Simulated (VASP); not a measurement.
**Re: single point with r2SCAN**

Re:

```xyz
1
Lattice="2.5647 0.0000 0.0000 0.0000 2.5647 0.0000 0.0000 0.0000 2.5647" Properties=species:S:1:pos:R:3 pbc="T T T"
Re    0.0000    0.0000    0.0000
```

This isn't the form of Re at room conditions, which is hcp.

| Property | Result |
| --- | --- |
| Program | VASP 6.6.1 |
| Task | single point |
| Functional | r2SCAN |
| Potentials or basis | VASP PAW PBE potentials, release 64 (Re) |
| Cutoff | 660 eV |
| k mesh | 14 × 14 × 14 |
| Occupations | fermi-dirac, width 0.1 eV |
| Spin | no spin polarisation |
| Dipole correction | no |
| Further INCAR settings | ALGO = Normal; EDIFF = 1e-06; NBANDS = 10 |

```json
{
  "Pressure": "-1.4 GPa",
  "Band gap on the k mesh": "zero (an odd number of electrons rules out a gap without spin polarisation)"
}
```

Levels at points of the mesh, in eV from the Fermi level:
```csv
k point,band 1,band 2,band 3,band 4,band 5,band 6,band 7,band 8
"(0.00, 0.00, 0.00)",-9.78,-5.89,-5.89,3.67,3.67,3.67,16.25,16.25
"(0.50, 0.00, 0.00)",-6.25,-4.90,-1.13,-0.13,-0.13,4.06,8.68,15.72
"(0.50, 0.50, 0.00)",-6.75,-4.24,0.62,0.62,4.80,4.80,6.23,14.60
"(0.50, 0.50, 0.50)",-5.11,-5.11,-5.11,6.51,6.51,8.61,12.13,12.13
```

Run time: 120 s on 1 thread of AMD EPYC 7R13, on a shared host, peak memory 0.14 GiB.

Caveat: the PAW data sets were made with another functional, which shifts forces and pressure a little; spin-orbit coupling is left out, which moves the levels of the heavy elements.
